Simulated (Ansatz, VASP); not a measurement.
Two plane-wave programs on ZrB

File INCAR:

```
PREC = Accurate
ENCUT = 520
EDIFF = 1E-7
ISMEAR = 0
SIGMA = 0.1
LREAL = False
LASPH = True
NELM = 150
ALGO = Normal
ISIF = 2
LWAVE = False
LCHARG = False
ISPIN = 2
MAGMOM = 1 0
LORBIT = 11
LMAXMIX = 4
GGA = PE
NBANDS = 18
```

Contents of KPOINTS:

```
Automatic mesh
0
Gamma
  6 6 6
```

Contents of POSCAR:

```
ZrB
1.0
    3.1703782013      0.0000000000      0.0000000000
    0.0000000000      3.1703782013      0.0000000000
    0.0000000000      0.0000000000      2.7342620460
Zr B
1 1
Direct
    0.5000000000      0.5000000000      0.0000000000
    0.0000000000      0.0000000000      0.5000000000
```

Input for Ansatz:

```yaml
crystal:
  lattice:
    - [3.1703782013, 0.0, 0.0]
    - [0.0, 3.1703782013, 0.0]
    - [0.0, 0.0, 2.734262046]
  atoms:
    - { symbol: Zr, position: [0.5, 0.5, 0.0], spin: 1.0 }
    - { symbol: B, position: [0.0, 0.0, 0.5] }
basis:
  ecutwfc: 420
kpoints:
  mp_grid: { grid: [6, 6, 6] }
hamiltonian:
  xc: pbe
scf:
  occupations: { method: gaussian, width: 0.1 }
  lower_state_search: "off"
output:
  forces: true
  stress: true
  eigenvalues: true
  populations: true
magnetization:
  spin_polarized: true
```

Alike in both runs: task single point; functional PBE; k mesh 6 × 6 × 6; occupations gaussian, width 0.1 eV; collinear spin.

```csv
,VASP,Ansatz
version,VASP 6.6.1,Ansatz 0.2.0
potentials or method,"VASP PAW PBE potentials, release 64 (Zr_sv, B), cutoff 520 eV","scalar-relativistic, plane waves, PAW"
valence electrons in the cell,15,15
```

|  | VASP | Ansatz | Ansatz less VASP |
| --- | --- | --- | --- |
| gap on the k mesh at the Fermi level (eV) | none | none | - |
| pressure (GPa) | 0.1 | 0.0 | -0.10 |
| traceless stress, the component that is largest in VASP (GPa) | 0.05 | -0.01 | -0.058 |
| net moment per atom (μB) | 0.00 | 0.00 | 0.000 |

A gap of «none» marks a metal or a gap that the smearing closes. With one functional, cell and mesh, what is left measures potentials, basis and numerics. Ansatz's warnings: seeded moment not kept.

The k mesh is coarse, so the values compare programs but aren't converged.
